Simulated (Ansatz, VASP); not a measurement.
One calculation of Tl, two programs

```
CELL_PARAMETERS angstrom
-1.89611 1.89611 1.89611
1.89611 -1.89611 1.89611
1.89611 1.89611 -1.89611
ATOMIC_POSITIONS crystal
Tl 0.00000 0.00000 0.00000
```

Alike in both runs: functional LDA; k mesh 15 × 15 × 15; occupations fermi-dirac, width 0.05 eV; no spin polarisation.

Ansatz relaxed the structure, and its values are those at the end. VASP's run is a single point on that final structure, the one shown.

|  | VASP | Ansatz |
| --- | --- | --- |
| version | VASP 6.6.1 | Ansatz 0.2.0 |
| potentials or method | VASP PAW LDA potentials, release 64 (Tl_d) | PAW with Ansatz's default frozen-core files, scalar-relativistic |
| plane-wave cutoff (eV) | 520 | 420 |
| valence electrons in the cell | 13 | 13 |

|  | VASP | Ansatz | Ansatz less VASP |
| --- | --- | --- | --- |
| pressure (GPa) | 0.1 | 0.0 | -0.08 |

LDA's correlation is that of Perdew and Zunger in VASP and of Perdew and Wang (1992) in Ansatz.

Spin-orbit coupling is off throughout.
